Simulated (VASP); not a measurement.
Runs of VASP 6.6.1 on P. The structure is that of space group Pmna (No. 53), or close to it. The cells are those of the table. 

```tsv
cell	gap on the mesh (eV)	largest force (eV/Å)
a = 3.382, b = 35.903, c = 4.632 Å, 4 atoms	0.78	0.47
a = 3.382, b = 35.903, c = 4.563 Å, 4 atoms	0.69	0.58
a = 3.333, b = 35.380, c = 4.702 Å, 4 atoms	(b)	0.24
a = 3.333, b = 35.380, c = 4.771 Å, 4 atoms	(a)	0.33
a = 3.382, b = 35.903, c = 4.702 Å, 4 atoms	0.87	0.45
```

Alike in all rows: task single point; level PBEsol; potentials or basis VASP PAW PBE potentials, release 64 (P); no spin polarisation; k mesh 8 × 1 × 6; cutoff (eV) 520; smearing gaussian 0.05 eV.

Estimate the missing entries.

(a) 1.01; (b) 0.92.

Caveats: there is no dipole correction, which matters where the two faces differ; the PAW data sets were made with another functional, which shifts forces and pressure a little; semilocal functionals underestimate gaps, and a narrow one can read as zero (at least some runs).

A k mesh can miss the band edges.
